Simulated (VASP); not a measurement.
Al: single point with PBEsol

Al:

```
CELL_PARAMETERS angstrom
-1.55939 1.55939 1.59122
1.55939 -1.55939 1.59122
1.55939 1.55939 -1.59122
ATOMIC_POSITIONS crystal
Al 0.00000 0.00000 0.00000
```

This cell differs from its parent crystal: strain -0.0200 x Voigt [1, 1, 0, 0, 0, 0].

```
Program             : VASP 6.6.1
Task                : single point
Functional          : PBEsol
Potentials or basis : VASP PAW PBE potentials, release 64 (Al)
Cutoff              : 520 eV
k mesh              : 20 × 20 × 20
Occupations         : gaussian, width 0.15 eV
Spin                : no spin polarisation
```

```
Pressure : 5.9 GPa
```

Stress tensor (GPa, compression positive):
```
5.50 0.00 0.00
0.00 5.50 0.00
0.00 0.00 6.67
```

Levels at points of the mesh, in eV from the Fermi level:
| k point | band 1 | band 2 | band 3 | band 4 |
| --- | --- | --- | --- | --- |
| (0.00, 0.00, 0.00) | -11.58 | 13.47 | 13.47 | 13.96 |
| (0.50, 0.00, 0.00) | -4.60 | -4.00 | 8.55 | 8.79 |
| (0.50, 0.50, 0.00) | -4.50 | -3.81 | 8.11 | 8.39 |
| (0.50, 0.50, 0.50) | 1.59 | 2.17 | 2.17 | 2.73 |

It took 36 s on 1 thread of Intel Xeon 6975P-C, on a shared host, peak memory 0.17 GiB.

Caveat: the cell differs from its parent crystal (strain -0.0200 x Voigt [1, 1, 0, 0, 0, 0]); the PAW data sets were made with another functional, which shifts forces and pressure a little.
